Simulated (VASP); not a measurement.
Write the native input for VASP 6.6.1 that does the following.

| Item | Value |
| --- | --- |
| Task | single point |
| Functional | PBE |
| Potentials or basis | VASP PAW PBE potentials, release 64 (Al, As) |
| Cutoff | 520 eV |
| k mesh | 2 × 2 × 2 |
| Occupations | gaussian, width 0.1 eV |
| Spin | no spin polarisation |
| Dipole correction | no |
| Further INCAR settings | LREAL = Auto; ALGO = Normal; EDIFF = 1e-06; NBANDS = 42 |

The structure of Al8As7 (a cell with a defect) lies in POSCAR:

```
Al8As7
1.0
    0.0000000000      5.6579320000      5.6579320000
    5.6579320000      0.0000000000      5.6579320000
    5.6579320000      5.6579320000      0.0000000000
Al As
8 7
Direct
   -0.0232185541      0.0080016868      0.0069210800
    0.0006001309      0.0009438961      0.4981229007
    0.0000067162      0.5003405838      0.0000775902
    0.0003162816      0.5006984001      0.4975240954
    0.5053934901      0.0057766689      0.0047628710
    0.5039146812      0.0045247981      0.4865707117
    0.5074668625      0.4774961947      0.0065743102
    0.5004595319      0.5011827643      0.4979084231
    0.1252678540      0.1247901177      0.1227528008
    0.1243823715      0.1250541717      0.6257747530
    0.1248958100      0.6253765510      0.6240829688
    0.1264697066      0.6269522150      0.1222955666
    0.6247727085      0.1253586116      0.6245022917
    0.6244440548      0.6256414888      0.1225263930
    0.6246438628      0.6249950512      0.6254556435
```

These files were run (other wordings do the same):

INCAR

```
SYSTEM = Al8As7
PREC = Accurate ; ENCUT = 520
EDIFF = 1E-6 ; ISMEAR = 0
SIGMA = 0.1 ; LREAL = Auto
LASPH = .True. ; NELM = 60
ALGO = Normal ; ISIF = 2
LWAVE = .False. ; LCHARG = .False.
GGA = PE ; NBANDS = 42
```

KPOINTS

```
Automatic mesh
0
Gamma
  2 2 2
  0 0 0
```

Potentials or basis: VASP PAW PBE potentials, release 64 (Al, As).

The run is started by

```bash
$ cat potpaw_PBE.64/Al/POTCAR potpaw_PBE.64/As/POTCAR > POTCAR
$ mpirun -np 1 vasp_std > vasp.out
```

It gave:

```
Pressure               : 0.6 GPa
Largest force          : 0.011 eV/Å
Band gap on the k mesh : zero (an odd number of electrons rules out a gap without spin polarisation)
```

Caveat: the k points lie up to 0.48 Å⁻¹ apart, too coarse for converged energies and pressures of a metal.

It took 7.3 min on 1 thread of AMD EPYC 7R13, with other jobs on the host, peak memory 0.46 GiB.
